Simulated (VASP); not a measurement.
Input of a VASP 6.6.1 run:

Contents of INCAR:

```
SYSTEM = Hf3N
ALGO     = Normal         ! electronic algorithm
EDIFF    = 1E-6           ! SCF threshold, eV
ENCUT    = 520            ! plane-wave cutoff, eV
GGA      = PE             ! functional
ISIF     = 2              ! what is computed and relaxed
ISMEAR   = 0              ! smearing method
LASPH    = .TRUE.         ! aspherical terms in the spheres
LCHARG   = .FALSE.        ! write CHGCAR
LREAL    = .FALSE.        ! projectors in reciprocal space
LWAVE    = .FALSE.        ! write WAVECAR
NBANDS   = 45             ! bands
NELM     = 80             ! most SCF steps
PREC     = Accurate       ! precision mode
SIGMA    = 0.1            ! smearing width, eV
```

The input KPOINTS:

```
k-points
0
G
  6 6 4
  0 0 0
```

File POSCAR:

```
Hf3N
1.0
    5.7677341097      0.0000000000      0.0000000000
   -2.8838670548      4.9950042612      0.0000000000
    0.0000000000      0.0000000000      4.6294965400
Hf N
6 2
Direct
    0.8330000000      0.6660000000      0.2500000000
    0.1670000000      0.8330000000      0.7500000000
    0.3340000000      0.1670000000      0.2500000000
    0.1670000000      0.3340000000      0.7500000000
    0.8330000000      0.1670000000      0.2500000000
    0.6660000000      0.8330000000      0.7500000000
    0.3333333333      0.6666666667      0.2500000000
    0.6666666667      0.3333333333      0.7500000000
```

Potentials or basis: VASP PAW PBE potentials, release 64 (Hf_pv, N).

Launch:

```console
$ cat potpaw_PBE.64/Hf_pv/POTCAR potpaw_PBE.64/N/POTCAR > POTCAR
$ mpirun -np 1 vasp_std > vasp.out
```

Predict the pressure.

5.8 GPa.

Estimate the band gap on the k mesh.

zero (bands 35 and 36 overlap by 1.77 eV).

Forces in eV/Å, atoms in the order of the input:
```
Hf   0.000 -1.241  0.000
Hf   1.074 -0.620  0.000
Hf   1.074  0.620  0.000
Hf   0.000  1.241  0.000
Hf  -1.074  0.620  0.000
Hf  -1.074 -0.620  0.000
N    0.000  0.000  0.000
N    0.000  0.000  0.000
```

Caveat: the cell stands under pressure; spin-orbit coupling is left out, which moves the levels of the heavy elements; forces of over 1 eV/Å act on the atoms, so gaps and moduli don't describe the material at rest.
